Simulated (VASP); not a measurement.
# NaLa3 in VASP: a series of runs

Runs on NaLa3. Level: PBE. Tasks: single point.

Program: VASP 6.6.1. These are calculated values, not measurements. Logs are shortened: lines on timing, memory, paths and dates and some standing lists are left out, and cuts for length are marked.

## Step 1: The cell of the first run

It takes space group Pm-3m (No. 221, cubic). The conventional cell has a = 5.325 Å, b = 5.325 Å, c = 5.325 Å, α = 90.00°, β = 90.00°, γ = 90.00°. Within 4.9 Å of La (site symmetry 4/mmm) lie 8 La at 3.77 Å and 4 Na at 3.77 Å. Na (site symmetry m-3m) has 12 La at 3.77 Å within 4.9 Å.

## Step 2: Single point, PBE

Contents of INCAR:

```
ALGO = Normal
EDIFF = 1E-7
ENCUT = 520
GGA = PE
ISIF = 2
ISMEAR = -1
LASPH = T
LCHARG = F
LREAL = F
LWAVE = F
NBANDS = 28
NELM = 100
PREC = Accurate
SIGMA = 0.05
```

Contents of KPOINTS:

```
k-points
0
Gamma
  5 5 5
```

Contents of POSCAR:

```
NaLa3
1.0
    5.3254566032      0.0000000000      0.0000000000
    0.0000000000      5.3254566032      0.0000000000
    0.0000000000      0.0000000000      5.3254566032
La Na
3 1
Direct
    0.5000000000      0.5000000000      0.0000000000
    0.0000000000      0.5000000000      0.5000000000
    0.5000000000      0.0000000000      0.5000000000
    0.0000000000      0.0000000000      0.0000000000
```

Potentials or basis: VASP PAW PBE potentials, release 64 (La, Na_pv).

Started as:

```bash
$ cat potpaw_PBE.64/La/POTCAR potpaw_PBE.64/Na_pv/POTCAR > POTCAR
$ mpirun -np 1 vasp_std > vasp.out
```

OUTCAR:

```text
EDIFF = 1E-7
   ENCUT = 520
   GGA = PE
   ISIF = 2
   ISMEAR = -1
   LASPH = T
   LREAL = F
   NELM = 100
   PREC = Accurate

 ion  position               nearest neighbor table
   1  0.500  0.500  0.000-
   2  0.000  0.500  0.500-
   3  0.500  0.000  0.500-
   4  0.000  0.000  0.000-

  LATTYP: Found a simple cubic cell.
 ALAT       =     5.3254566032

  Lattice vectors:

 A1 = (   5.3254566032,   0.0000000000,   0.0000000000)
 A2 = (   0.0000000000,   5.3254566032,   0.0000000000)
 A3 = (   0.0000000000,   0.0000000000,   5.3254566032)

Analysis of symmetry for initial positions (statically):
=====================================================================
 Subroutine PRICEL returns:
 Original cell was already a primitive cell.

 Routine SETGRP: Setting up the symmetry group for a
 simple cubic supercell.

 Subroutine GETGRP returns: Found 48 space group operations
 (whereof 48 operations were pure point group operations)
 out of a pool of 48 trial point group operations.

The static configuration has the point symmetry O_h .

Analysis of symmetry for dynamics (positions and initial velocities):
=====================================================================
 Subroutine PRICEL returns:
 Original cell was already a primitive cell.

 Routine SETGRP: Setting up the symmetry group for a
 simple cubic supercell.

 Subroutine GETGRP returns: Found 48 space group operations
 (whereof 48 operations were pure point group operations)
 out of a pool of 48 trial point group operations.

The dynamic configuration has the point symmetry O_h .

 Subroutine INISYM returns: Found 48 space group operations
 (whereof 48 operations are pure point group operations),
 and found     1 'primitive' translations

----------------------------------------------------------------------------------------

                                     Primitive cell

  volume of cell :     151.0325

  direct lattice vectors                    reciprocal lattice vectors
     5.325456603  0.000000000  0.000000000     0.187777326  0.000000000  0.000000000
     0.000000000  5.325456603  0.000000000     0.000000000  0.187777326  0.000000000
     0.000000000  0.000000000  5.325456603     0.000000000  0.000000000  0.187777326

  length of vectors
     5.325456603  5.325456603  5.325456603     0.187777326  0.187777326  0.187777326

  position of ions in fractional coordinates (direct lattice)
     0.500000000  0.500000000  0.000000000
     0.000000000  0.500000000  0.500000000
     0.500000000  0.000000000  0.500000000
     0.000000000  0.000000000  0.000000000

  ion indices of the primitive-cell ions
   primitive index   ion index
                 1           1
                 2           2
                 3           3
                 4           4

----------------------------------------------------------------------------------------

 KPOINTS: k-points

Automatic generation of k-mesh.
 Grid dimensions read from file:
 generate k-points for:    5    5    5

 Generating k-lattice:

  Cartesian coordinates                     Fractional coordinates (reciprocal lattice)
     0.037555465  0.000000000  0.000000000     0.200000000  0.000000000  0.000000000
     0.000000000  0.037555465  0.000000000     0.000000000  0.200000000  0.000000000
     0.000000000  0.000000000  0.037555465     0.000000000  0.000000000  0.200000000

  Length of vectors
     0.037555465  0.037555465  0.037555465

  Shift w.r.t. Gamma in fractional coordinates (k-lattice)
     0.000000000  0.000000000  0.000000000

 Subroutine IBZKPT returns following result:
 ===========================================

 Found     10 irreducible k-points:

 Following reciprocal coordinates:
            Coordinates               Weight
  0.000000  0.000000  0.000000      1.000000
  0.200000  0.000000  0.000000      6.000000
  0.400000  0.000000  0.000000      6.000000
  0.200000  0.200000  0.000000     12.000000
  0.400000  0.200000  0.000000     24.000000
  0.400000  0.400000  0.000000     12.000000
  0.200000  0.200000  0.200000      8.000000
  0.400000  0.200000  0.200000     24.000000
  0.400000  0.400000  0.200000     24.000000
  0.400000  0.400000  0.400000      8.000000
   k-points           NKPTS =     10   k-points in BZ     NKDIM =     10   number of bands    NBANDS=     28
   number of dos      NEDOS =    301   number of ions     NIONS =      4
   total plane-waves  NPLWV =  64000
   dimension x,y,z NGX =    40 NGY =   40 NGZ =   40
   dimension x,y,z NGXF=    80 NGYF=   80 NGZF=   80
   ions per type =               3   1
   NGX,Y,Z   is equivalent  to a cutoff of  12.49, 12.49, 12.49 a.u.
   NGXF,Y,Z  is equivalent  to a cutoff of  24.97, 24.97, 24.97 a.u.
 SYSTEM =  unknown system
   PREC   = accura    normal or accurate (medium, high low for compatibility)
   ISTART =      0    job   : 0-new  1-cont  2-samecut
   ICHARG =      2    charge: 1-file 2-atom 10-const
   ISPIN  =      1    spin polarized calculation?
   LNONCOLLINEAR =      F non collinear calculations
   LSORBIT =      F    spin-orbit coupling
   LASPH  =      T    aspherical Exc in radial PAW
   ENCUT  =  520.0 eV  38.22 Ry    6.18 a.u.   9.90  9.90  9.90*2*pi/ulx,y,z
   NELM   =    100;   NELMIN=  2; NELMDL= -5     # of ELM steps
   EDIFF  = 0.1E-06   stopping-criterion for ELM
   LREAL  =      F    real-space projection
   EDIFFG = 0.1E-05   stopping-criterion for IOM
   NSW    =      0    number of steps for IOM
   IBRION =     -1    ionic relax: 0-MD 1-quasi-New 2-CG
   NFREE  =      0    steps in history (QN), initial steepest desc. (CG)
   ISIF   =      2    stress and relaxation
   ISYM   =      2    0-nonsym 1-usesym 2-fastsym
   POTIM  = 0.5000    time-step for ionic-motion
   TEBEG  =    0.0;   TEEND  =   0.0 temperature during run
   PSTRESS=    0.0 pullay stress
   NELECT =      40.0000    total number of electrons
   NUPDOWN=      -1.0000    fix difference up-down
   EMIN   =  10.00;   EMAX   =-10.00  energy-range for DOS
   EFERMI =   0.00;   METHOD = LEGACY
   ISMEAR =    -1;   SIGMA  =   0.05  broadening in eV -4-tet -1-fermi 0-gaus
   EFERMI_NEDOS =   21; number of points for ismear=-14 and -15
   IALGO  =     38    algorithm
   IMIX   =      4    mixing-type and parameters
     AMIX     =   0.40;   BMIX     =  1.00
     AMIX_MAG =   1.60;   BMIX_MAG =  1.00
  volume/ion in A,a.u.               =      37.76       254.80
  Fermi-wavevector in a.u.,A,eV,Ry     =   1.051327  1.986721 15.038374  1.105289
  Thomas-Fermi vector in A             =   2.186366
   LORBIT       =      0    0 simple, 1 ext, 2 COOP (PROOUT), +10 PAW based schemes
   GGA     = PE    functional components
   LHFCALC =     F    Hartree Fock is set to
   AEXX    =    0.0000 exact exchange contribution
   IVDW    =     0    specifies the selected vdW correction
   LEPSILON=     F    determine dielectric tensor
   LRPA    =     F    only Hartree local field effects (RPA)
 non-spin polarized calculation
  energy-cutoff  :      520.00
  volume of cell :      151.03
 maximum number of plane-waves:      4095
 NGX is ok and might be reduce to    40
   NGX = 19   NGY = 19   NGZ = 19

 number of electron      39.9999973 magnetization

 Free energy of the ion-electron system (eV)
  ---------------------------------------------------
  ext. energy  EPLUGINS =         0.00000000
  ---------------------------------------------------
  free energy    TOTEN  =       -15.08305839 eV

  energy without entropy =      -15.01923491  energy(sigma->0) =      -15.05114665

 E-fermi :   5.7855     XC(G=0):  -8.8188

 val. band max:        5.6823021248   @ k =   0.4000   0.2000   0.0000
 cond. band min:       5.7930652824   @ k =   0.2000   0.2000   0.2000
 fundamental gap:      0.1107631576
 Fermi energy:         5.7854862827

 k-point     1 :       0.0000    0.0000    0.0000
  band No.  band energies     occupation
      1     -27.3031      2.00000
      2     -27.1248      2.00000
      3     -27.1248      2.00000
      4     -17.8876      2.00000
      5     -17.8876      2.00000
      6     -17.8876      2.00000
[... 20 lines left out ...]
     27       7.3343      0.00000
     28       7.3418      0.00000

 k-point     2 :       0.2000    0.0000    0.0000
  band No.  band energies     occupation
      1     -27.2883      2.00000
      2     -27.1399      2.00000
      3     -27.1246      2.00000
      4     -17.8875      2.00000
      5     -17.8875      2.00000
      6     -17.8875      2.00000
[... 20 lines left out ...]
     27       7.2341      0.00000
     28       7.3337      0.00000

 k-point     3 :       0.4000    0.0000    0.0000
  band No.  band energies     occupation
      1     -27.2538      2.00000
      2     -27.1749      2.00000
      3     -27.1243      2.00000
      4     -17.8874      2.00000
      5     -17.8874      2.00000
      6     -17.8874      2.00000
[... 20 lines left out ...]
     27       7.0462      0.00000
     28       7.2414      0.00000

 k-point     4 :       0.2000    0.2000    0.0000
  band No.  band energies     occupation
      1     -27.2746      2.00000
      2     -27.1454      2.00000
      3     -27.1327      2.00000
      4     -17.8876      2.00000
      5     -17.8875      2.00000
      6     -17.8874      2.00000
[... 20 lines left out ...]
     27       7.2614      0.00000
     28       7.3109      0.00000

 k-point     5 :       0.4000    0.2000    0.0000
  band No.  band energies     occupation
      1     -27.2422      2.00000
      2     -27.1750      2.00000
      3     -27.1355      2.00000
      4     -17.8876      2.00000
      5     -17.8874      2.00000
      6     -17.8874      2.00000
[... 20 lines left out ...]
     27       7.1286      0.00000
     28       7.2495      0.00000

 k-point     6 :       0.4000    0.4000    0.0000
  band No.  band energies     occupation
      1     -27.2133      2.00000
      2     -27.1783      2.00000
      3     -27.1606      2.00000
      4     -17.8877      2.00000
      5     -17.8876      2.00000
      6     -17.8873      2.00000
[... 20 lines left out ...]
     27       7.1436      0.00000
     28       7.2994      0.00000

 k-point     7 :       0.2000    0.2000    0.2000
  band No.  band energies     occupation
      1     -27.2622      2.00000
      2     -27.1451      2.00000
      3     -27.1451      2.00000
      4     -17.8877      2.00000
      5     -17.8877      2.00000
      6     -17.8873      2.00000
[... 20 lines left out ...]
     27       7.2777      0.00000
     28       7.3195      0.00000

 k-point     8 :       0.4000    0.2000    0.2000
  band No.  band energies     occupation
      1     -27.2324      2.00000
      2     -27.1749      2.00000
      3     -27.1448      2.00000
      4     -17.8877      2.00000
      5     -17.8877      2.00000
      6     -17.8874      2.00000
[... 20 lines left out ...]
     27       7.1893      0.00000
     28       7.2487      0.00000

 k-point     9 :       0.4000    0.4000    0.2000
  band No.  band energies     occupation
      1     -27.2080      2.00000
      2     -27.1781      2.00000
      3     -27.1653      2.00000
      4     -17.8878      2.00000
      5     -17.8878      2.00000
      6     -17.8875      2.00000
[... 20 lines left out ...]
     27       7.2523      0.00000
     28       7.2960      0.00000

 k-point    10 :       0.4000    0.4000    0.4000
  band No.  band energies     occupation
      1     -27.1948      2.00000
      2     -27.1777      2.00000
      3     -27.1777      2.00000
      4     -17.8880      2.00000
      5     -17.8880      2.00000
      6     -17.8879      2.00000
[... 20 lines left out ...]
     27       7.1548      0.00000
     28       7.2902      0.00000

------------------------ aborting loop because EDIFF is reached ----------------------------------------

  FORCE on cell =-STRESS in cart. coord.  units (eV):
  Direction    XX          YY          ZZ          XY          YZ          ZX
  --------------------------------------------------------------------------------------
  -------------------------------------------------------------------------------------
  Total       -0.6028971     -0.6028971     -0.6028971     -0.0000000     -0.0000000      0.0000000
  in kB       -6.3956286     -6.3956286     -6.3956286     -0.0000000     -0.0000000      0.0000000
  external PRESSURE =      -6.3956286 kB  Pullay stress =       0.0000000 kB

 VOLUME and BASIS-vectors are now :
 -----------------------------------------------------------------------------
  energy-cutoff  :      520.00
  volume of cell :      151.03
      direct lattice vectors                 reciprocal lattice vectors
     5.325456603  0.000000000  0.000000000     0.187777326  0.000000000  0.000000000
     0.000000000  5.325456603  0.000000000     0.000000000  0.187777326  0.000000000
     0.000000000  0.000000000  5.325456603     0.000000000  0.000000000  0.187777326

 POSITION                                       TOTAL-FORCE (eV/Angst)
 -----------------------------------------------------------------------------------
      2.66273      2.66273      0.00000         0.000000      0.000000      0.000000
      0.00000      2.66273      2.66273         0.000000      0.000000      0.000000
      2.66273      0.00000      2.66273         0.000000      0.000000      0.000000
      0.00000      0.00000      0.00000         0.000000      0.000000      0.000000
 -----------------------------------------------------------------------------------
    total drift:                                0.000000     -0.000000     -0.000000

  FREE ENERGIE OF THE ION-ELECTRON SYSTEM (eV)
  ---------------------------------------------------
  free  energy   TOTEN  =       -15.0830583875 eV

  energy  without entropy=      -15.0192349054  energy(sigma->0) =      -15.05114665
```

It took 62 s on 1 thread of Intel Xeon Platinum 8259CL at 2.50GHz (Skylake/Cascade Lake), shared host; peak memory 0.25 GiB.

Results:

```
Free energy            : -15.0831 eV
Pressure               : -0.6 GPa
Band gap on the k mesh : zero (bands 20 and 21 overlap by 1.29 eV)
```

Levels at points of the mesh, in eV from the Fermi level:
```csv
k point,band 16,band 17,band 18,band 19,band 20,band 21,band 22,band 23,band 24,band 25
"(0.00, 0.00, 0.00)",-3.22,-2.00,-0.83,-0.83,-0.66,-0.66,-0.66,1.28,1.41,1.41
```

Caveat: spin-orbit coupling is left out, which moves the levels of the heavy elements.

## Step 3: Single point, PBE

This run uses another cell than the first one, of 38.48 Å³/atom.

Contents of INCAR:

```
PREC = Accurate ; ENCUT = 520
EDIFF = 1E-6 ; ISMEAR = -1
SIGMA = 0.05 ; LREAL = False
LASPH = True ; NELM = 60
ALGO = Fast ; ISIF = 2
LWAVE = False ; LCHARG = True
GGA = PE ; LELF = True
LVHAR = True ; NBANDS = 28
```

Contents of KPOINTS:

```
Automatic mesh
0
Gamma
  5 5 5
```

Contents of POSCAR:

```
NaLa3
1.0
    5.3593776235      0.0000000000      0.0000000000
    0.0000000000      5.3593776235      0.0000000000
    0.0000000000      0.0000000000      5.3593776235
La Na
3 1
Direct
    0.5000000000      0.5000000000      0.0000000000
    0.0000000000      0.5000000000      0.5000000000
    0.5000000000      0.0000000000      0.5000000000
    0.0000000000      0.0000000000      0.0000000000
```

Potentials or basis: VASP PAW PBE potentials, release 64 (La, Na_pv).

Started as:

```bash
$ cat potpaw_PBE.64/La/POTCAR potpaw_PBE.64/Na_pv/POTCAR > POTCAR
$ mpirun -np 1 vasp_std > vasp.out
```

Run time: 2.8 min. Hardware: 1 thread of Intel Xeon Platinum 8259CL at 2.50GHz (Skylake/Cascade Lake), shared host; peak memory 0.26 GiB.

It converged, with:

- Free energy: -15.0682 eV
- Pressure: -1.0 GPa
- Band gap on the k mesh: zero (bands 20 and 21 overlap by 1.25 eV)

Levels at points of the mesh, in eV from the Fermi level:
```tsv
k point	band 18	band 19	band 20	band 21	band 22	band 23
(0.00, 0.00, 0.00)	-0.81	-0.81	-0.64	-0.64	-0.64	1.26
```

Caveat: spin-orbit coupling is left out, which moves the levels of the heavy elements.

## Step 4: Single point, PBE (atoms moved at random)

Contents of INCAR:

```
SYSTEM = NaLa3
ALGO     = Fast           ! electronic algorithm
EDIFF    = 1E-7           ! SCF threshold, eV
ENCUT    = 520            ! plane-wave cutoff, eV
GGA      = PE             ! functional
ISIF     = 2              ! what is computed and relaxed
ISMEAR   = -1             ! smearing method
LASPH    = .TRUE.         ! aspherical terms in the spheres
LCHARG   = .FALSE.        ! write CHGCAR
LREAL    = .FALSE.        ! projectors in reciprocal space
LWAVE    = .FALSE.        ! write WAVECAR
NBANDS   = 28             ! bands
NELM     = 100            ! most SCF steps
PREC     = Accurate       ! precision mode
SIGMA    = 0.05           ! smearing width, eV
```

Contents of KPOINTS:

```
k-points
0
G
  5 5 5
  0 0 0
```

Contents of POSCAR:

```
NaLa3
1.0
    5.2562870000      0.0000000000      0.0000000000
    0.0000000000      5.2562870000      0.0000000000
    0.0000000000      0.0000000000      5.2562870000
La Na
3 1
Direct
    0.4983940000      0.5058660000     -0.0016600000
    0.0053080000      0.4907670000      0.4912530000
    0.4921140000      0.0093290000      0.4999920000
   -0.0022200000      0.0021340000      0.0004870000
```

Started as:

```bash
$ cat potpaw_PBE.64/La/POTCAR potpaw_PBE.64/Na_pv/POTCAR > POTCAR
$ mpirun -np 1 vasp_std > vasp.out
```

Run time: 19 min. Hardware: 1 thread of Intel Xeon Platinum 8259CL at 2.50GHz (Skylake/Cascade Lake), shared host; peak memory 0.42 GiB.

The run converged. Its results:

| Quantity | Value |
| --- | --- |
| Free energy | -15.0826 eV |
| Pressure | 0.2 GPa |
| Largest force | 0.138 eV/Å |
| Band gap on the k mesh | zero (bands 20 and 21 overlap by 1.36 eV) |

Forces on the atoms (eV/Å):
```
La   0.060  0.071 -0.027
La  -0.106  0.076  0.038
La   0.065 -0.116  0.037
Na  -0.018 -0.031 -0.049
```

Levels at points of the mesh, in eV from the Fermi level:
```tsv
k point	band 16	band 17	band 18	band 19	band 20	band 21	band 22	band 23	band 24	band 25
(0.00, 0.00, 0.00)	-3.22	-2.10	-0.86	-0.86	-0.71	-0.70	-0.69	1.35	1.50	1.54
```

Caveat: the cell differs from its parent crystal (atoms moved at random); spin-orbit coupling is left out, which moves the levels of the heavy elements.

## Step 5: The runs side by side

| cell | gap on the mesh (eV) | pressure (GPa) |
| --- | --- | --- |
| a = 5.325 Å, 4 atoms, atomic positions A | none | -0.6 |
| a = 5.359 Å, 4 atoms, atomic positions A | none | -1.0 |
| a = 5.256 Å, 4 atoms, atomic positions B | none | 0.2 |

Alike in all rows: task single point; level PBE; potentials or basis VASP PAW PBE potentials, release 64 (La, Na_pv); no spin polarisation; k mesh 5 × 5 × 5; cutoff (eV) 520; smearing fermi-dirac 0.05 eV.

Caveats: spin-orbit coupling is left out, which moves the levels of the heavy elements.

Absolute energies hang on the potentials; compare differences alone.

The gap in the log of VASP goes by the Fermi energy; the results here count the filled bands.